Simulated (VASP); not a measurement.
# Si16N (a cell with a defect): single point with PBEsol

The system is Si16N (a cell with a defect).

```
CELL_PARAMETERS angstrom
0.00000 5.43000 5.43000
5.43000 0.00000 5.43000
5.43000 5.43000 0.00000
ATOMIC_POSITIONS crystal
Si 0.10216 0.00188 0.94427
Si 0.15493 0.14694 0.10780
Si 0.99098 0.99639 0.47816
Si 0.10331 0.13094 0.60493
Si 0.98522 0.51648 0.00308
Si 0.07694 0.64030 0.15852
Si 0.97192 0.49584 0.52911
Si 0.11657 0.62368 0.62904
Si 0.52159 0.98556 0.00241
Si 0.63054 0.07833 0.16604
Si 0.47057 0.98268 0.53664
Si 0.61733 0.11805 0.62820
Si 0.47733 0.47022 0.04289
Si 0.61156 0.61314 0.13904
Si 0.49070 0.49196 0.51473
Si 0.59677 0.60783 0.66653
N 0.89662 0.91319 0.15544
```

```
Program             : VASP 6.6.1
Task                : single point
Functional          : PBEsol
Potentials or basis : VASP PAW PBE potentials, release 64 (Si, N)
Cutoff              : 520 eV
k mesh              : 2 × 2 × 2
Occupations         : gaussian, width 0.02 eV
Spin                : collinear spin, ferromagnetic start
Starting moments    : [0.0, 0.0, 0.0, 0.0, 0.0, 0.0, 0.0, 0.0, 0.0, 0.0, 0.0, 0.0, 0.0, 0.0, 0.0, 0.0, 1.0] μB
```

```yaml
Pressure: 1.5 GPa
Largest_force: 0.045 eV/Å
Net_moment: 0.00 μB per cell
Valence_electrons_inside_the_program's_atomic_spheres: Si 1.69, 1.71, 1.68, 1.73, 1.70, 1.63, 1.66, 1.64 (each value once); N 3.82
```

Forces in eV/Å, atoms in the order of the input:
```
Si  -0.030  0.003  0.034
Si   0.000 -0.018 -0.004
Si   0.000 -0.001  0.001
Si   0.024 -0.002 -0.002
Si  -0.001  0.001  0.002
Si   0.021 -0.009  0.000
Si  -0.009  0.004 -0.007
Si   0.001  0.001 -0.005
Si   0.001  0.010  0.009
Si  -0.015  0.005  0.000
Si  -0.004  0.003  0.000
Si  -0.002  0.007 -0.003
Si  -0.006  0.009 -0.009
Si  -0.001 -0.002 -0.001
Si   0.000 -0.002  0.000
Si   0.001  0.004  0.005
N    0.021 -0.013 -0.019
```

Stress tensor (GPa, compression positive):
```
0.04 0.87 0.20
0.87 1.16 0.67
0.20 0.67 3.36
```

Levels at points of the mesh, in eV from the Fermi level:
Spin up:
| k point | band 30 | band 31 | band 32 | band 33 | band 34 | band 35 | band 36 | band 37 | band 38 | band 39 |
| --- | --- | --- | --- | --- | --- | --- | --- | --- | --- | --- |
| (0.00, 0.00, 0.00) | -1.30 | -1.21 | -0.76 | -0.42 | -0.35 | -0.26 | 0.12 | 0.47 | 0.61 | 0.65 |
| (0.50, 0.00, 0.00) | -1.59 | -1.36 | -1.09 | -0.83 | -0.56 | 0.04 | 0.86 | 1.11 | 1.29 | 1.35 |
| (0.00, 0.50, 0.00) | -1.63 | -1.42 | -1.10 | -0.98 | -0.67 | 0.34 | 0.96 | 1.15 | 1.24 | 1.25 |
| (0.00, 0.00, 0.50) | -1.50 | -1.24 | -1.11 | -1.00 | -0.81 | -0.04 | 0.84 | 1.18 | 1.23 | 1.37 |
| (0.50, 0.50, 0.50) | -1.61 | -1.17 | -1.01 | -0.96 | -0.72 | -0.26 | 0.97 | 1.02 | 1.21 | 1.32 |
| (0.50, 0.50, 0.00) | -1.67 | -1.61 | -1.54 | -1.52 | -0.40 | -0.29 | 0.91 | 1.21 | 1.76 | 2.02 |
| (0.00, 0.50, 0.50) | -1.78 | -1.66 | -1.49 | -1.34 | -1.05 | 0.18 | 1.06 | 1.38 | 2.00 | 2.09 |
| (0.50, 0.00, 0.50) | -1.82 | -1.63 | -1.52 | -1.50 | -0.94 | 0.50 | 1.02 | 1.36 | 2.00 | 2.11 |
Spin down:
| k point | band 30 | band 31 | band 32 | band 33 | band 34 | band 35 | band 36 | band 37 | band 38 | band 39 |
| --- | --- | --- | --- | --- | --- | --- | --- | --- | --- | --- |
| (0.00, 0.00, 0.00) | -1.30 | -1.21 | -0.76 | -0.42 | -0.35 | -0.26 | 0.12 | 0.47 | 0.61 | 0.65 |
| (0.50, 0.00, 0.00) | -1.59 | -1.36 | -1.09 | -0.83 | -0.56 | 0.04 | 0.86 | 1.11 | 1.29 | 1.35 |
| (0.00, 0.50, 0.00) | -1.63 | -1.42 | -1.10 | -0.98 | -0.67 | 0.34 | 0.96 | 1.15 | 1.24 | 1.25 |
| (0.00, 0.00, 0.50) | -1.50 | -1.24 | -1.11 | -1.00 | -0.81 | -0.04 | 0.84 | 1.18 | 1.23 | 1.37 |
| (0.50, 0.50, 0.50) | -1.61 | -1.17 | -1.01 | -0.96 | -0.72 | -0.26 | 0.97 | 1.02 | 1.21 | 1.32 |
| (0.50, 0.50, 0.00) | -1.67 | -1.61 | -1.54 | -1.52 | -0.40 | -0.29 | 0.91 | 1.21 | 1.76 | 2.02 |
| (0.00, 0.50, 0.50) | -1.78 | -1.66 | -1.49 | -1.34 | -1.05 | 0.18 | 1.06 | 1.38 | 2.00 | 2.09 |
| (0.50, 0.00, 0.50) | -1.82 | -1.63 | -1.52 | -1.50 | -0.94 | 0.50 | 1.02 | 1.36 | 2.00 | 2.11 |

Run time: 11 min on 1 thread of Oxide Virtual Turin-like Processor, with other jobs on the host, peak memory 0.68 GiB.

Caveat: the k points lie up to 0.50 Å⁻¹ apart; the PAW data sets were made with another functional, which shifts forces and pressure a little.
